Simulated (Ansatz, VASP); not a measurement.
# Two plane-wave programs on Te2Mo

```
CELL_PARAMETERS angstrom
3.56355 0.00000 0.00000
-1.78177 3.08612 0.00000
0.00000 0.00000 15.46253
ATOMIC_POSITIONS crystal
Te 0.33333 0.66667 0.62848
Te 0.66667 0.33333 0.12848
Te 0.33333 0.66667 0.87152
Te 0.66667 0.33333 0.37152
Mo 0.33333 0.66667 0.25000
Mo 0.66667 0.33333 0.75000
```

Change from the starting cell: strain +0.000 along x and y, +0.050 along z, atoms carried along.

Alike in both runs: task single point; functional r2SCAN; k mesh 12 × 12 × 2; occupations gaussian, width 0.05 eV; no spin polarisation.

|  | VASP | Ansatz |
| --- | --- | --- |
| version | VASP 6.6.1 | Ansatz 0.2.0 |
| potentials or method | VASP PAW PBE potentials, release 64 (Te, Mo_sv), cutoff 520 eV | scalar-relativistic, plane waves, PAW |
| valence electrons in the cell | 52 | 92 |

VASP gave:

- gap on the k mesh at the Fermi level (eV): 0.93
- least direct gap on the mesh (eV): 1.16
- pressure (GPa): -4.5
- traceless stress, the component that is largest in VASP (GPa): -3.61
- rms of the force components (eV/Å): 0.507

Question: Estimate Ansatz's values.

Answer: gap on the k mesh at the Fermi level (eV): 0.93; least direct gap on the mesh (eV): 1.15; pressure (GPa): -4.6; traceless stress, the component that is largest in VASP (GPa): -3.65; rms of the force components (eV/Å): 0.516.

VASP's potentials were made for PBE, not for r2SCAN. Atom by atom the forces differ by 0.009 eV/Å (rms over components). VASP's potentials hold 52 valence electrons a cell and Ansatz's 92, so a difference there can come from the potentials and not from the codes.

Spin-orbit coupling is off throughout.
